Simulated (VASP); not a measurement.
# Cd3HgTe4 (I-42m) in VASP: a series of runs, part 2 of 2

VASP 6.6.1.

### Step 3. Single point, PBE

This run uses another cell than the first one, of 36.28 Å³/atom.

File INCAR:

```
PREC = Accurate ; ENCUT = 520
EDIFF = 1E-6 ; ISMEAR = 0
SIGMA = 0.1 ; LREAL = F
LASPH = T ; NELM = 80
ALGO = Normal ; ISIF = 2
LWAVE = F ; LCHARG = F
GGA = PE ; NBANDS = 46
```

File KPOINTS:

```
Automatic mesh
0
Gamma
  4 4 4
```

File POSCAR:

```
Cd3HgTe4
1.0
   -3.3103023384      3.3103023384      6.6213200667
    3.3103023384     -3.3103023384      6.6213200667
    3.3103023384      3.3103023384     -6.6213200667
Cd Hg Te
3 1 4
Direct
    0.7500000000      0.2500000000      0.5000000000
    0.2500000000      0.7500000000      0.5000000000
    0.0000000000      0.0000000000      0.0000000000
    0.5000000000      0.5000000000      0.0000000000
    0.1236989223      0.6254029275      0.0000000000
    0.8763010777      0.8763010777      0.5017040053
    0.6254029275      0.1236989223      0.0000000000
    0.3745970725      0.3745970725      0.4982959947
```

Potentials or basis: VASP PAW PBE potentials, release 64 (Cd, Hg, Te).

The run is started by

```bash
$ cat potpaw_PBE.64/Cd/POTCAR potpaw_PBE.64/Hg/POTCAR potpaw_PBE.64/Te/POTCAR > POTCAR
$ mpirun -np 1 vasp_std > vasp.out
```

OUTCAR:

```text
PREC = Accurate
   ENCUT = 520
   EDIFF = 1E-6
   ISMEAR = 0
   LREAL = F
   LASPH = T
   NELM = 80
   ISIF = 2
   GGA = PE

 ion  position               nearest neighbor table
   1  0.750  0.250  0.500-   8 2.86   5 2.86   7 2.86   6 2.86
   2  0.250  0.750  0.500-   8 2.86   7 2.86   5 2.86   6 2.86
   3  0.000  0.000  0.000-   6 2.86   5 2.86   7 2.86   8 2.86
   4  0.500  0.500  0.000-   6 2.88   5 2.88   7 2.88   8 2.88
   5  0.124  0.625  0.000-   2 2.86   1 2.86   3 2.86   4 2.88
   6  0.876  0.876  0.502-   1 2.86   2 2.86   3 2.86   4 2.88
   7  0.625  0.124  0.000-   1 2.86   2 2.86   3 2.86   4 2.88
   8  0.375  0.375  0.498-   1 2.86   2 2.86   3 2.86   4 2.88

  LATTYP: Found a body centered tetragonal cell.
 ALAT       =     6.6206046768
 C/A-ratio  =     2.0002161101

  Lattice vectors:

 A1 = (  -3.3103023384,   3.3103023384,   6.6213200667)
 A2 = (   3.3103023384,  -3.3103023384,   6.6213200667)
 A3 = (   3.3103023384,   3.3103023384,  -6.6213200667)

Analysis of symmetry for initial positions (statically):
=====================================================================
 Subroutine PRICEL returns:
 Original cell was already a primitive cell.

 Routine SETGRP: Setting up the symmetry group for a
 body centered tetragonal supercell.

 Subroutine GETGRP returns: Found  8 space group operations
 (whereof  8 operations were pure point group operations)
 out of a pool of 16 trial point group operations.

The static configuration has the point symmetry D_2d.

Analysis of symmetry for dynamics (positions and initial velocities):
=====================================================================
 Subroutine PRICEL returns:
 Original cell was already a primitive cell.

 Routine SETGRP: Setting up the symmetry group for a
 body centered tetragonal supercell.

 Subroutine GETGRP returns: Found  8 space group operations
 (whereof  8 operations were pure point group operations)
 out of a pool of 16 trial point group operations.

The dynamic configuration has the point symmetry D_2d.

 Subroutine INISYM returns: Found  8 space group operations
 (whereof  8 operations are pure point group operations),
 and found     1 'primitive' translations

----------------------------------------------------------------------------------------

                                     Primitive cell

  volume of cell :     290.2284

  direct lattice vectors                    reciprocal lattice vectors
    -3.310302338  3.310302338  6.621320067     0.000000000  0.151043605  0.075513643
     3.310302338 -3.310302338  6.621320067     0.151043605  0.000000000  0.075513643
     3.310302338  3.310302338 -6.621320067     0.151043605  0.151043605  0.000000000

  length of vectors
     8.109135747  8.109135747  8.109135747     0.168868236  0.168868236  0.213607915

  position of ions in fractional coordinates (direct lattice)
     0.750000000  0.250000000  0.500000000
     0.250000000  0.750000000  0.500000000
     0.000000000  0.000000000  0.000000000
     0.500000000  0.500000000  0.000000000
     0.123698922  0.625402927  0.000000000
     0.876301078  0.876301078  0.501704005
     0.625402927  0.123698922  0.000000000
     0.374597073  0.374597073  0.498295995

  ion indices of the primitive-cell ions
[... 46 lines left out ...]
 -0.250000  0.250000  0.250000      4.000000
  0.500000  0.500000  0.250000      4.000000
 -0.250000  0.500000  0.250000      8.000000
 -0.250000 -0.250000  0.250000      2.000000
  0.500000  0.500000  0.500000      1.000000
   k-points           NKPTS =     13   k-points in BZ     NKDIM =     13   number of bands    NBANDS=     46
   number of dos      NEDOS =    301   number of ions     NIONS =      8
   total plane-waves  NPLWV = 216000
   dimension x,y,z NGX =    60 NGY =   60 NGZ =   60
   dimension x,y,z NGXF=   120 NGYF=  120 NGZF=  120
   ions per type =               3   1   4
   NGX,Y,Z   is equivalent  to a cutoff of  12.30, 12.30, 12.30 a.u.
   NGXF,Y,Z  is equivalent  to a cutoff of  24.60, 24.60, 24.60 a.u.
 SYSTEM =  unknown system
   PREC   = accura    normal or accurate (medium, high low for compatibility)
   ISTART =      0    job   : 0-new  1-cont  2-samecut
   ICHARG =      2    charge: 1-file 2-atom 10-const
   ISPIN  =      1    spin polarized calculation?
   LNONCOLLINEAR =      F non collinear calculations
   LSORBIT =      F    spin-orbit coupling
   LASPH  =      T    aspherical Exc in radial PAW
   ENCUT  =  520.0 eV  38.22 Ry    6.18 a.u.  15.08 15.08 15.08*2*pi/ulx,y,z
   NELM   =     80;   NELMIN=  2; NELMDL= -5     # of ELM steps
   EDIFF  = 0.1E-05   stopping-criterion for ELM
   LREAL  =      F    real-space projection
   EDIFFG = 0.1E-04   stopping-criterion for IOM
   NSW    =      0    number of steps for IOM
   IBRION =     -1    ionic relax: 0-MD 1-quasi-New 2-CG
   NFREE  =      0    steps in history (QN), initial steepest desc. (CG)
   ISIF   =      2    stress and relaxation
   ISYM   =      2    0-nonsym 1-usesym 2-fastsym
   POTIM  = 0.5000    time-step for ionic-motion
   TEBEG  =    0.0;   TEEND  =   0.0 temperature during run
   PSTRESS=    0.0 pullay stress
   NELECT =      72.0000    total number of electrons
   NUPDOWN=      -1.0000    fix difference up-down
   EMIN   =  10.00;   EMAX   =-10.00  energy-range for DOS
   EFERMI =   0.00;   METHOD = LEGACY
   ISMEAR =     0;   SIGMA  =   0.10  broadening in eV -4-tet -1-fermi 0-gaus
   EFERMI_NEDOS =   21; number of points for ismear=-14 and -15
   IALGO  =     38    algorithm
   IMIX   =      4    mixing-type and parameters
     AMIX     =   0.40;   BMIX     =  1.00
     AMIX_MAG =   1.60;   BMIX_MAG =  1.00
  volume/ion in A,a.u.               =      36.28       244.82
  Fermi-wavevector in a.u.,A,eV,Ry     =   1.028661  1.943888 14.396922  1.058144
  Thomas-Fermi vector in A             =   2.162669
   LORBIT       =      0    0 simple, 1 ext, 2 COOP (PROOUT), +10 PAW based schemes
   GGA     = PE    functional components
   LHFCALC =     F    Hartree Fock is set to
   AEXX    =    0.0000 exact exchange contribution
   IVDW    =     0    specifies the selected vdW correction
   LEPSILON=     F    determine dielectric tensor
   LRPA    =     F    only Hartree local field effects (RPA)
 non-spin polarized calculation
 Gauss-broadening in eV      SIGMA  =   0.10
  energy-cutoff  :      520.00
  volume of cell :      290.23
 maximum number of plane-waves:      7856
   NGX = 31   NGY = 31   NGZ = 31

 number of electron      71.9999993 magnetization

 Free energy of the ion-electron system (eV)
  ---------------------------------------------------
  ext. energy  EPLUGINS =         0.00000000
  ---------------------------------------------------
  free energy    TOTEN  =       -18.05632983 eV

  energy without entropy =      -18.05530924  energy(sigma->0) =      -18.05581954

 E-fermi :   2.0543     XC(G=0):  -8.3320

 val. band max:        1.9313605528   @ k =   0.0000   0.0000   0.0000
 cond. band min:       2.1369588507   @ k =   0.0000   0.0000   0.0000
 fundamental gap:      0.2055982979
 Fermi energy:         2.0542587684

 k-point     1 :       0.0000    0.0000    0.0000
  band No.  band energies     occupation
      1      -9.0642      2.00000
      2      -8.5690      2.00000
      3      -8.5690      2.00000
      4      -8.5678      2.00000
      5      -6.2215      2.00000
      6      -6.2215      2.00000
[... 626 lines left out ...]
     45       8.2222      0.00000
     46       8.2248      0.00000

------------------------ aborting loop because EDIFF is reached ----------------------------------------

  FORCE on cell =-STRESS in cart. coord.  units (eV):
  Direction    XX          YY          ZZ          XY          YZ          ZX
  --------------------------------------------------------------------------------------
  -------------------------------------------------------------------------------------
  Total        0.3275140      0.3275140      0.3270645      0.0000000      0.0000000      0.0000000
  in kB        1.8080088      1.8080088      1.8055276      0.0000000      0.0000000      0.0000000
  external PRESSURE =       1.8071817 kB  Pullay stress =       0.0000000 kB

 VOLUME and BASIS-vectors are now :
 -----------------------------------------------------------------------------
  energy-cutoff  :      520.00
  volume of cell :      290.23
      direct lattice vectors                 reciprocal lattice vectors
    -3.310302338  3.310302338  6.621320067     0.000000000  0.151043605  0.075513643
     3.310302338 -3.310302338  6.621320067     0.151043605  0.000000000  0.075513643
     3.310302338  3.310302338 -6.621320067     0.151043605  0.151043605  0.000000000

 POSITION                                       TOTAL-FORCE (eV/Angst)
 -----------------------------------------------------------------------------------
     -0.00000      3.31030      3.31066         0.000000     -0.000000      0.000000
      3.31030     -0.00000      3.31066         0.000000     -0.000000      0.000000
      0.00000      0.00000      0.00000         0.000000     -0.000000      0.000000
      0.00000      0.00000      6.62132         0.000000     -0.000000      0.000000
      1.66079     -1.66079      4.96004        -0.000212      0.000212      0.001380
      1.66079      1.66079      8.28260        -0.000212     -0.000212     -0.001380
     -1.66079      1.66079      4.96004         0.000212     -0.000212      0.001380
      1.64951      1.64951      1.66128         0.000212      0.000212     -0.001380
 -----------------------------------------------------------------------------------
    total drift:                               -0.000009     -0.000009     -0.000008

  FREE ENERGIE OF THE ION-ELECTRON SYSTEM (eV)
  ---------------------------------------------------
  free  energy   TOTEN  =       -18.0563298325 eV

  energy  without entropy=      -18.0553092447  energy(sigma->0) =      -18.05581954
```

Wall time 2.5 min (1 thread of Intel Xeon 6975P-C (Granite Rapids), shared host); peak memory 0.57 GiB.

Results:

```yaml
Free_energy: -18.0563 eV
Pressure: 0.2 GPa
Band_gap_on_the_k_mesh: 0.21 eV
```

Caveat: spin-orbit coupling is left out, which moves the levels of the heavy elements.
